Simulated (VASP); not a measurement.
# RbNa (P4/mmm) in VASP: a series of runs

RbNa is run at these levels: PBE; tasks: single point, relaxation of cell and atoms.

Everything below comes from runs of VASP 6.6.1. Logs are shortened: lines on timing, memory, paths and dates and some standing lists are left out, and cuts for length are marked.

## (1) The cell of the first run

Symmetry: P4/mmm, No. 123, tetragonal system. Conventional cell: a = 4.854 Å, b = 4.854 Å, c = 5.247 Å, α = 90.00°, β = 90.00°, γ = 90.00°. Within 5.7 Å of Rb (site symmetry 4/mmm) lie 8 Na at 4.32 Å and 6 Rb at 4.85 to 5.25 Å. Within 5.7 Å of Na (site symmetry 4/mmm) lie 8 Rb at 4.32 Å and 6 Na at 4.85 to 5.25 Å.

## (2) Single point, PBE

INCAR reads:

```
SYSTEM = RbNa
PREC = Accurate ; ENCUT = 520
EDIFF = 1E-7 ; ISMEAR = 0
SIGMA = 0.1 ; LREAL = .False.
LASPH = .True. ; NELM = 100
ALGO = Fast ; ISIF = 2
LWAVE = .False. ; LCHARG = .False.
GGA = PE ; NBANDS = 15
```

KPOINTS reads:

```
Automatic mesh
0
Gamma
  6 6 4
  0 0 0
```

POSCAR reads:

```
RbNa
1.0
    4.8541927927      0.0000000000      0.0000000000
    0.0000000000      4.8541927927      0.0000000000
    0.0000000000      0.0000000000      5.2466801145
Rb Na
1 1
Direct
    0.5000000000      0.5000000000      0.5000000000
    0.0000000000      0.0000000000      0.0000000000
```

Potentials or basis: VASP PAW PBE potentials, release 64 (Rb_sv, Na_pv).

The run is started by

```bash
$ cat potpaw_PBE.64/Rb_sv/POTCAR potpaw_PBE.64/Na_pv/POTCAR > POTCAR
$ mpirun -np 1 vasp_std > vasp.out
```

OUTCAR:

```text
SYSTEM = RbNa
   PREC = Accurate
   ENCUT = 520
   EDIFF = 1E-7
   ISMEAR = 0
   LREAL = .False.
   LASPH = .True.
   NELM = 100
   ISIF = 2
   GGA = PE

 ion  position               nearest neighbor table
   1  0.500  0.500  0.500-
   2  0.000  0.000  0.000-

  LATTYP: Found a simple tetragonal cell.
 ALAT       =     4.8541927927
 C/A-ratio  =     1.0808553221

  Lattice vectors:

 A1 = (   4.8541927927,   0.0000000000,   0.0000000000)
 A2 = (   0.0000000000,   4.8541927927,   0.0000000000)
 A3 = (   0.0000000000,   0.0000000000,   5.2466801145)

Analysis of symmetry for initial positions (statically):
=====================================================================
 Subroutine PRICEL returns:
 Original cell was already a primitive cell.

 Routine SETGRP: Setting up the symmetry group for a
 simple tetragonal supercell.

 Subroutine GETGRP returns: Found 16 space group operations
 (whereof 16 operations were pure point group operations)
 out of a pool of 16 trial point group operations.

The static configuration has the point symmetry D_4h.

Analysis of symmetry for dynamics (positions and initial velocities):
=====================================================================
 Subroutine PRICEL returns:
 Original cell was already a primitive cell.

 Routine SETGRP: Setting up the symmetry group for a
 simple tetragonal supercell.

 Subroutine GETGRP returns: Found 16 space group operations
 (whereof 16 operations were pure point group operations)
 out of a pool of 16 trial point group operations.

The dynamic configuration has the point symmetry D_4h.

 Subroutine INISYM returns: Found 16 space group operations
 (whereof 16 operations are pure point group operations),
 and found     1 'primitive' translations

----------------------------------------------------------------------------------------

                                     Primitive cell

  volume of cell :     123.6285

  direct lattice vectors                    reciprocal lattice vectors
     4.854192793  0.000000000  0.000000000     0.206007475  0.000000000  0.000000000
     0.000000000  4.854192793  0.000000000     0.000000000  0.206007475  0.000000000
     0.000000000  0.000000000  5.246680115     0.000000000  0.000000000  0.190596716

  length of vectors
     4.854192793  4.854192793  5.246680115     0.206007475  0.206007475  0.190596716

  position of ions in fractional coordinates (direct lattice)
     0.500000000  0.500000000  0.500000000
     0.000000000  0.000000000  0.000000000

  ion indices of the primitive-cell ions
   primitive index   ion index
                 1           1
                 2           2

----------------------------------------------------------------------------------------

 KPOINTS: Automatic mesh

Automatic generation of k-mesh.
 Grid dimensions read from file:
 generate k-points for:    6    6    4

 Generating k-lattice:

  Cartesian coordinates                     Fractional coordinates (reciprocal lattice)
     0.034334579  0.000000000  0.000000000     0.166666667  0.000000000  0.000000000
     0.000000000  0.034334579  0.000000000     0.000000000  0.166666667  0.000000000
     0.000000000  0.000000000  0.047649179     0.000000000  0.000000000  0.250000000

  Length of vectors
     0.034334579  0.034334579  0.047649179

  Shift w.r.t. Gamma in fractional coordinates (k-lattice)
     0.000000000  0.000000000  0.000000000

 Subroutine IBZKPT returns following result:
 ===========================================

 Found     30 irreducible k-points:

 Following reciprocal coordinates:
            Coordinates               Weight
  0.000000  0.000000  0.000000      1.000000
  0.166667  0.000000  0.000000      4.000000
  0.333333  0.000000  0.000000      4.000000
  0.500000  0.000000  0.000000      2.000000
  0.166667  0.166667  0.000000      4.000000
  0.333333  0.166667  0.000000      8.000000
[... 16 lines left out ...]
  0.333333  0.000000  0.500000      4.000000
  0.500000  0.000000  0.500000      2.000000
 [... further k-points ...]
   k-points           NKPTS =     30   k-points in BZ     NKDIM =     30   number of bands    NBANDS=     15
   number of dos      NEDOS =    301   number of ions     NIONS =      2
   total plane-waves  NPLWV =  51840
   dimension x,y,z NGX =    36 NGY =   36 NGZ =   40
   dimension x,y,z NGXF=    72 NGYF=   72 NGZF=   80
   ions per type =               1   1
   NGX,Y,Z   is equivalent  to a cutoff of  12.33, 12.33, 12.67 a.u.
   NGXF,Y,Z  is equivalent  to a cutoff of  24.66, 24.66, 25.35 a.u.
 SYSTEM =  RbNa
   PREC   = accura    normal or accurate (medium, high low for compatibility)
   ISTART =      0    job   : 0-new  1-cont  2-samecut
   ICHARG =      2    charge: 1-file 2-atom 10-const
   ISPIN  =      1    spin polarized calculation?
   LNONCOLLINEAR =      F non collinear calculations
   LSORBIT =      F    spin-orbit coupling
   LASPH  =      T    aspherical Exc in radial PAW
   ENCUT  =  520.0 eV  38.22 Ry    6.18 a.u.   9.03  9.03  9.76*2*pi/ulx,y,z
   NELM   =    100;   NELMIN=  2; NELMDL= -5     # of ELM steps
   EDIFF  = 0.1E-06   stopping-criterion for ELM
   LREAL  =      F    real-space projection
   EDIFFG = 0.1E-05   stopping-criterion for IOM
   NSW    =      0    number of steps for IOM
   IBRION =     -1    ionic relax: 0-MD 1-quasi-New 2-CG
   NFREE  =      0    steps in history (QN), initial steepest desc. (CG)
   ISIF   =      2    stress and relaxation
   ISYM   =      2    0-nonsym 1-usesym 2-fastsym
   POTIM  = 0.5000    time-step for ionic-motion
   TEBEG  =    0.0;   TEEND  =   0.0 temperature during run
   PSTRESS=    0.0 pullay stress
   NELECT =      16.0000    total number of electrons
   NUPDOWN=      -1.0000    fix difference up-down
   EMIN   =  10.00;   EMAX   =-10.00  energy-range for DOS
   EFERMI =   0.00;   METHOD = LEGACY
   ISMEAR =     0;   SIGMA  =   0.10  broadening in eV -4-tet -1-fermi 0-gaus
   EFERMI_NEDOS =   21; number of points for ismear=-14 and -15
   IALGO  =     68    algorithm
   IMIX   =      4    mixing-type and parameters
     AMIX     =   0.40;   BMIX     =  1.00
     AMIX_MAG =   1.60;   BMIX_MAG =  1.00
  volume/ion in A,a.u.               =      61.81       417.14
  Fermi-wavevector in a.u.,A,eV,Ry     =   0.828086  1.564855  9.329868  0.685726
  Thomas-Fermi vector in A             =   1.940401
   LORBIT       =      0    0 simple, 1 ext, 2 COOP (PROOUT), +10 PAW based schemes
   GGA     = PE    functional components
   LHFCALC =     F    Hartree Fock is set to
   AEXX    =    0.0000 exact exchange contribution
   IVDW    =     0    specifies the selected vdW correction
   LEPSILON=     F    determine dielectric tensor
   LRPA    =     F    only Hartree local field effects (RPA)
 non-spin polarized calculation
 RMM-DIIS sequential band-by-band and
 Gauss-broadening in eV      SIGMA  =   0.10
  energy-cutoff  :      520.00
  volume of cell :      123.63
 maximum number of plane-waves:      3360
   NGX = 19   NGY = 19   NGZ = 19

 number of electron      15.9999986 magnetization

 Free energy of the ion-electron system (eV)
  ---------------------------------------------------
  ext. energy  EPLUGINS =         0.00000000
  ---------------------------------------------------
  free energy    TOTEN  =        -2.18649196 eV

  energy without entropy =       -2.17885733  energy(sigma->0) =       -2.18267465

 E-fermi :   0.0539     XC(G=0):  -5.8990

 val. band max:       -0.0415104900   @ k =   0.5000   0.0000   0.5000
 cond. band min:       0.0949492490   @ k =   0.5000   0.3333   0.2500
 fundamental gap:      0.1364597390
 Fermi energy:         0.0539062008

 k-point     1 :       0.0000    0.0000    0.0000
  band No.  band energies     occupation
      1     -28.5241      2.00000
      2     -25.0974      2.00000
      3     -25.0915      2.00000
      4     -25.0915      2.00000
      5     -12.5971      2.00000
      6     -12.5920      2.00000
      7     -12.5920      2.00000
      8      -2.3191      2.00000
      9       2.0412      0.00000
     10       2.3318      0.00000
     11       3.3039      0.00000
     12       4.1979      0.00000
     13       4.1979      0.00000
     14       5.3313      0.00000
     15       5.3583      0.00000

 k-point     2 :       0.1667    0.0000    0.0000
  band No.  band energies     occupation
      1     -28.5235      2.00000
      2     -25.0974      2.00000
      3     -25.0917      2.00000
      4     -25.0915      2.00000
      5     -12.6119      2.00000
      6     -12.5953      2.00000
      7     -12.5903      2.00000
      8      -2.1099      2.00000
      9       1.7829      0.00000
     10       2.2602      0.00000
     11       3.2223      0.00000
     12       4.0286      0.00000
     13       4.0467      0.00000
     14       5.2897      0.00000
     15       5.4118      0.00000

 k-point     3 :       0.3333    0.0000    0.0000
  band No.  band energies     occupation
      1     -28.5224      2.00000
      2     -25.0974      2.00000
      3     -25.0922      2.00000
      4     -25.0915      2.00000
      5     -12.6512      2.00000
      6     -12.5915      2.00000
      7     -12.5869      2.00000
      8      -1.5077      2.00000
      9       0.6125      0.00000
     10       2.6620      0.00000
     11       3.0516      0.00000
     12       3.7735      0.00000
     13       4.6671      0.00000
     14       5.3185      0.00000
     15       5.3345      0.00000

 k-point     4 :       0.5000    0.0000    0.0000
  band No.  band energies     occupation
      1     -28.5218      2.00000
      2     -25.0974      2.00000
      3     -25.0924      2.00000
      4     -25.0915      2.00000
      5     -12.6706      2.00000
      6     -12.5896      2.00000
      7     -12.5852      2.00000
      8      -0.6228      2.00000
      9      -0.5173      2.00000
     10       2.9655      0.00000
     11       3.0086      0.00000
     12       3.6501      0.00000
     13       4.5237      0.00000
     14       5.3790      0.00000
     15       5.7036      0.00000
[... 307 lines left out ...]
 k-point    22 :       0.1667    0.0000    0.5000
  band No.  band energies     occupation
      1     -28.5228      2.00000
      2     -25.0977      2.00000
      3     -25.0917      2.00000
      4     -25.0915      2.00000
      5     -12.6324      2.00000
      6     -12.6084      2.00000
      7     -12.5875      2.00000
      8      -0.7454      2.00000
      9      -0.5060      2.00000
     10       2.6530      0.00000
     11       2.8622      0.00000
     12       3.7442      0.00000
     13       5.0195      0.00000
     14       5.1795      0.00000
     15       5.5387      0.00000

 k-point    23 :       0.3333    0.0000    0.5000
  band No.  band energies     occupation
      1     -28.5216      2.00000
      2     -25.0977      2.00000
      3     -25.0922      2.00000
      4     -25.0915      2.00000
      5     -12.6465      2.00000
      6     -12.6272      2.00000
      7     -12.5841      2.00000
      8      -0.3843      2.00000
      9       0.1329      0.26412
     10       1.5203      0.00000
     11       2.1612      0.00000
     12       4.0942      0.00000
     13       4.3991      0.00000
     14       5.1848      0.00000
     15       6.0946      0.00000

 k-point    24 :       0.5000    0.0000    0.5000
  band No.  band energies     occupation
      1     -28.5211      2.00000
      2     -25.0976      2.00000
      3     -25.0924      2.00000
      4     -25.0915      2.00000
      5     -12.6653      2.00000
      6     -12.6246      2.00000
      7     -12.5824      2.00000
      8      -0.0415      1.82279
      9       0.9111      0.00000
     10       0.9699      0.00000
     11       1.2027      0.00000
     12       4.1861      0.00000
     13       4.3662      0.00000
     14       5.5245      0.00000
     15       6.0659      0.00000

 [... further k-points ...]
[... 5 lines left out ...]
  --------------------------------------------------------------------------------------
  -------------------------------------------------------------------------------------
  Total        0.0019317      0.0019317     -0.0290339      0.0000000      0.0000000      0.0000000
  in kB        0.0250338      0.0250338     -0.3762681      0.0000000      0.0000000      0.0000000
  external PRESSURE =      -0.1087335 kB  Pullay stress =       0.0000000 kB

 VOLUME and BASIS-vectors are now :
 -----------------------------------------------------------------------------
  energy-cutoff  :      520.00
  volume of cell :      123.63
      direct lattice vectors                 reciprocal lattice vectors
     4.854192793  0.000000000  0.000000000     0.206007475  0.000000000  0.000000000
     0.000000000  4.854192793  0.000000000     0.000000000  0.206007475  0.000000000
     0.000000000  0.000000000  5.246680115     0.000000000  0.000000000  0.190596716

 POSITION                                       TOTAL-FORCE (eV/Angst)
 -----------------------------------------------------------------------------------
      2.42710      2.42710      2.62334         0.000000      0.000000      0.000000
      0.00000      0.00000      0.00000         0.000000      0.000000      0.000000
 -----------------------------------------------------------------------------------
    total drift:                                0.000000      0.000000      0.000000

  FREE ENERGIE OF THE ION-ELECTRON SYSTEM (eV)
  ---------------------------------------------------
  free  energy   TOTEN  =        -2.1864919566 eV

  energy  without entropy=       -2.1788573339  energy(sigma->0) =       -2.18267465
```

Wall time 37 s (1 thread of Intel Xeon 6975P-C, shared host); peak memory 0.24 GiB.

What came out:

```
Free energy            : -2.1865 eV
Pressure               : 0.0 GPa
Band gap on the k mesh : zero (band 8 reaches 1.10 eV, above the bottom of band 9 at -0.73 eV)
```

Levels at points of the mesh, in eV from the Fermi level:
| k point | band 6 | band 7 | band 8 | band 9 | band 10 | band 11 |
| --- | --- | --- | --- | --- | --- | --- |
| (0.00, 0.00, 0.00) | -12.65 | -12.65 | -2.37 | 1.99 | 2.28 | 3.25 |
| (0.50, 0.00, 0.00) | -12.64 | -12.64 | -0.68 | -0.57 | 2.91 | 2.95 |
| (0.50, 0.50, 0.00) | -12.71 | -12.64 | 0.08 | 1.09 | 1.09 | 1.38 |
| (0.00, 0.00, 0.50) | -12.64 | -12.64 | -0.93 | -0.79 | 2.91 | 3.56 |
| (0.50, 0.00, 0.50) | -12.68 | -12.64 | -0.10 | 0.86 | 0.92 | 1.15 |
| (0.50, 0.50, 0.50) | -12.71 | -12.67 | 1.04 | 1.12 | 1.12 | 2.00 |

(Part 1 of 2 ends here.)
